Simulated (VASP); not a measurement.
## P2Pb: single point with r2SCAN

The system is P2Pb.

```
CELL_PARAMETERS angstrom
-2.18871 2.18871 3.58971
2.18871 -2.18871 3.58971
2.18871 2.18871 -3.58971
ATOMIC_POSITIONS crystal
P 0.59300 0.59300 0.00000
P 0.40700 0.40700 0.00000
Pb 0.00000 0.00000 0.00000
```

```yaml
Program: VASP 6.6.1
Task: single point
Functional: r2SCAN
Potentials_or_basis: VASP PAW PBE potentials, release 64 (P, Pb_d)
Cutoff: 520 eV
k_mesh: 6 × 6 × 6
Occupations: gaussian, width 0.1 eV
Spin: no spin polarisation
```

```yaml
Pressure: 92.7 GPa
Largest_force: 83.889 eV/Å
Band_gap_on_the_k_mesh: zero (bands 12 and 13 overlap by 2.08 eV)
```

Forces in eV/Å, atoms in the order of the input:
```
P     0.000   0.000  83.889
P     0.000   0.000 -83.889
Pb    0.000   0.000   0.000
```

Stress tensor (GPa, compression positive):
```
  7.59   0.00   0.00
  0.00   7.59   0.00
  0.00   0.00 263.06
```

Levels at points of the mesh, in eV from the Fermi level:
```tsv
k point	band 10	band 11	band 12	band 13	band 14	band 15
(0.00, 0.00, 0.00)	-6.75	-2.48	0.35	0.35	0.59	2.84
(0.50, 0.00, 0.00)	-5.19	-4.50	-0.98	-0.48	0.87	2.54
(0.50, 0.50, 0.00)	-7.52	-2.31	-1.31	1.79	2.02	2.66
(0.50, 0.50, 0.50)	-7.29	-2.14	1.60	2.52	2.52	3.11
```

Run time: 75 s on 1 thread of Intel(R) Xeon(R) 6975P-C (Granite Rapids), on a shared host, peak memory 0.22 GiB.

Caveat: atoms lie so close that the PAW spheres overlap strongly, which falsifies energies and pressures; the cell stands under pressure; the PAW data sets were made with another functional, which shifts forces and pressure a little; spin-orbit coupling is left out, which moves the levels of the heavy elements.
